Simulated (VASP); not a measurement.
Runs of VASP 6.6.1 on KBr. The structure is that of space group Immm (No. 71), or close to it. The cells are those of the table. 

```csv
cell,gap on the mesh (eV),pressure (GPa)
"a = 4.659, b = 4.423 Å, angles 61.7, 63.3, 61.7°, 2 atoms",4.30,0.9
"a = 4.658, b = 4.831 Å, angles 58.8, 57.5, 58.8°, 2 atoms",(a),0.9
"a = 4.659, b = 4.860 Å, angles 58.6, 57.1, 58.6°, 2 atoms",4.32,0.9
"a = 4.657, b = 4.802 Å, angles 59.0, 57.9, 59.0°, 2 atoms",4.37,0.9
```

Alike in all rows: task single point; level PBE; potentials or basis VASP PAW PBE potentials, release 64 (K_sv, Br); no spin polarisation; k mesh 6 × 6 × 6; cutoff (eV) 520; smearing gaussian 0.05 eV.

Task: Estimate the missing entries.

Result: (a) 4.35.

A k mesh can miss the band edges, and the runs leave out spin-orbit coupling on Br.
